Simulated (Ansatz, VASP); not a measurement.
# One calculation of C, two programs

The input INCAR:

```
  PREC = Accurate
  ENCUT = 520
  EDIFF = 1E-7
  ISMEAR = 0
  SIGMA = 0.05
  LREAL = False
  LASPH = True
  NELM = 80
  ALGO = Normal
  ISIF = 2
  LWAVE = False
  LCHARG = False
  NBANDS = 26
```

The input KPOINTS:

```
Automatic mesh
0
Gamma
  12 12 4
```

Contents of POSCAR:

```
C
1.0
    2.4606208111      0.0000000000      0.0000000000
   -1.2303104055      2.1309601315      0.0000000000
    0.0000000000      0.0000000000      8.4056584863
C
8
Direct
    0.0000000000      0.0000000000      0.0973191510
    0.0000000000      0.0000000000      0.5973191510
    0.0000000000      0.0000000000      0.4026808490
    0.0000000000      0.0000000000      0.9026808490
    0.3333333333      0.6666666667      0.1521368824
    0.6666666667      0.3333333333      0.6521368824
    0.3333333333      0.6666666667      0.3478631176
    0.6666666667      0.3333333333      0.8478631176
```

Input for Ansatz:

```yaml
crystal:
  lattice:
    - [2.4606208111, 0.0, 0.0]
    - [-1.2303104055, 2.1309601315, 0.0]
    - [0.0, 0.0, 8.4056584863]
  atoms:
    - { symbol: C, position: [0.0, 0.0, 0.097319151] }
    - { symbol: C, position: [0.0, 0.0, 0.597319151] }
    - { symbol: C, position: [0.0, 0.0, 0.402680849] }
    - { symbol: C, position: [0.0, 0.0, 0.902680849] }
    - { symbol: C, position: [0.3333333333, 0.6666666667, 0.1521368824] }
    - { symbol: C, position: [0.6666666667, 0.3333333333, 0.6521368824] }
    - { symbol: C, position: [0.3333333333, 0.6666666667, 0.3478631176] }
    - { symbol: C, position: [0.6666666667, 0.3333333333, 0.8478631176] }
basis:
  ecutwfc: 520.0
kpoints:
  mp_grid: { grid: [12, 12, 4] }
hamiltonian:
  xc: lda
  pseudopotentials: { kind: paw, azcp: { folder: soft_1 } }
scf:
  occupations: { method: gaussian, width: 0.05 }
output:
  forces: true
  stress: true
  eigenvalues: true
```

Change from the starting cell: mode 21 frozen in at +0.036 Å, strain +e along z and -e/2 along x and y +0.0233.

Alike in both runs: task single point; functional LDA; k mesh 12 × 12 × 4; occupations gaussian, width 0.05 eV; no spin polarisation.

```csv
,VASP,Ansatz
version,VASP 6.6.1,Ansatz 0.2.0
potentials or method,"VASP PAW LDA potentials, release 64 (C), cutoff 520 eV","scalar-relativistic, plane waves, PAW"
valence electrons in the cell,32,32
```

Ansatz gave:

| Property | Result |
| --- | --- |
| gap on the k mesh at the Fermi level (eV) | 2.70 |
| least direct gap on the mesh (eV) | 2.70 |
| pressure (GPa) | 4.7 |
| traceless stress, the component that is largest in VASP (GPa) | -26.74 |
| rms of the force components (eV/Å) | 1.160 |

**Question.** Which values does VASP return?

**Answer.** gap on the k mesh at the Fermi level (eV): 2.71; least direct gap on the mesh (eV): 2.71; pressure (GPa): 6.4; traceless stress, the component that is largest in VASP (GPa): -27.20; rms of the force components (eV/Å): 1.174.

Ansatz warns that its potentials were made for another functional, while VASP's fit it. LDA's correlation is that of Perdew and Zunger in VASP and of Perdew and Wang (1992) in Ansatz. Atom by atom the forces differ by 0.014 eV/Å (rms over components).
